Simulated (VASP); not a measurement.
Here is a VASP 6.6.1 calculation.

The input POSCAR:

```
TiAl30
1.0
    8.1000000000      0.0000000000      0.0000000000
    0.0000000000      8.1000000000      0.0000000000
    0.0000000000      0.0000000000      8.1000000000
Al Ti
30 1
Direct
    0.4994241582      0.0000000000      0.0028473809
    0.7502886754      0.2533484570     -0.0012591336
    0.7519128186      0.0000000000      0.2508878284
   -0.0031412920      0.0000000000     -0.0031412920
    0.2444643369      0.2550440812     -0.0024179416
    0.5019330010      0.5000000000      0.0016177626
    0.7502886754      0.7466515430     -0.0012591336
    0.5000837756      0.2514110777      0.2503069139
    0.7494618617      0.5000000000      0.2490105383
    0.7521860149      0.2536732663      0.5023709100
    0.7531803540      0.0000000000      0.7531803540
   -0.0040721310      0.5000000000     -0.0040721310
    0.2444643369      0.7449559188     -0.0024179416
   -0.0024179416      0.2550440812      0.2444643369
    0.2482463708      0.5000000000      0.2482463708
    0.5000837756      0.7485889223      0.2503069139
    0.0028473809      0.0000000000      0.4994241582
    0.2503069139      0.2514110777      0.5000837756
    0.5004228653      0.5000000000      0.5004228653
    0.7521860149      0.7463267337      0.5023709100
    0.2508878284      0.0000000000      0.7519128186
    0.5023709100      0.2536732663      0.7521860149
    0.7492171368      0.5000000000      0.7492171368
   -0.0024179416      0.7449559188      0.2444643369
    0.0016177626      0.5000000000      0.5019330010
    0.2503069139      0.7485889223      0.5000837756
   -0.0012591336      0.2533484570      0.7502886754
    0.2490105383      0.5000000000      0.7494618617
    0.5023709100      0.7463267337      0.7521860149
   -0.0012591336      0.7466515430      0.7502886754
    0.5070042433      0.0000000000      0.5070042433
```

The input INCAR.step1:

```
SYSTEM = TiAl30
PREC = Accurate
ENCUT = 520
ISMEAR = 0
SIGMA = 0.15
LREAL = Auto
LASPH = .TRUE.
NELM = 100
NBANDS = 72
GGA = PE
ALGO = Normal
EDIFF = 1E-4
LWAVE = .TRUE.
LCHARG = .FALSE.
```

File INCAR.step2:

```
SYSTEM = TiAl30
PREC = Accurate
ENCUT = 520
EDIFF = 1E-6
ISMEAR = 0
SIGMA = 0.15
LREAL = Auto
LASPH = .TRUE.
NELM = 100
ALGO = Normal
ISIF = 2
LWAVE = .FALSE.
LCHARG = .FALSE.
METAGGA = R2SCAN
LMIXTAU = .TRUE.
NBANDS = 72
ISTART = 1
```

Contents of KPOINTS:

```
Automatic mesh
0
G
  2 2 2
  0 0 0
```

Potentials or basis: VASP PAW PBE potentials, release 64 (Al, Ti_sv).

Run with:

```sh
$ cat potpaw_PBE.64/Al/POTCAR potpaw_PBE.64/Ti_sv/POTCAR > POTCAR
$ cp INCAR.step1 INCAR
$ mpirun -np 1 vasp_std > vasp.out
$ cp INCAR.step2 INCAR
$ mpirun -np 1 vasp_std > vasp.out
```

Task: What does it give for the largest force?

Result: 0.024 eV/Å.

Task: Predict the pressure.

Result: -4.2 GPa.

Forces in eV/Å, atoms in the order of the input:
```
Al   0.004  0.000 -0.004
Al  -0.006 -0.002  0.002
Al   0.009  0.000 -0.005
Al  -0.005  0.000 -0.005
Al  -0.006  0.002 -0.001
Al  -0.002  0.000  0.006
Al  -0.006  0.002  0.002
Al   0.001  0.009 -0.002
Al  -0.009  0.000 -0.004
Al   0.002  0.004  0.004
Al   0.012  0.000  0.012
Al   0.000  0.000  0.000
Al  -0.006 -0.002 -0.001
Al  -0.001  0.002 -0.006
Al   0.002  0.000  0.002
Al   0.001 -0.009 -0.002
Al  -0.004  0.000  0.004
Al  -0.002  0.009  0.001
Al   0.003  0.000  0.003
Al   0.002 -0.004  0.004
Al  -0.005  0.000  0.009
Al   0.004  0.004  0.002
Al  -0.009  0.000 -0.009
Al  -0.001 -0.002 -0.006
Al   0.006  0.000 -0.002
Al  -0.002 -0.009  0.001
Al   0.002 -0.002 -0.006
Al  -0.004  0.000 -0.009
Al   0.004 -0.004  0.002
Al   0.002  0.002 -0.006
Ti   0.017  0.000  0.017
```

Caveat: the k points lie up to 0.39 Å⁻¹ apart; the PAW data sets were made with another functional, which shifts forces and pressure a little.
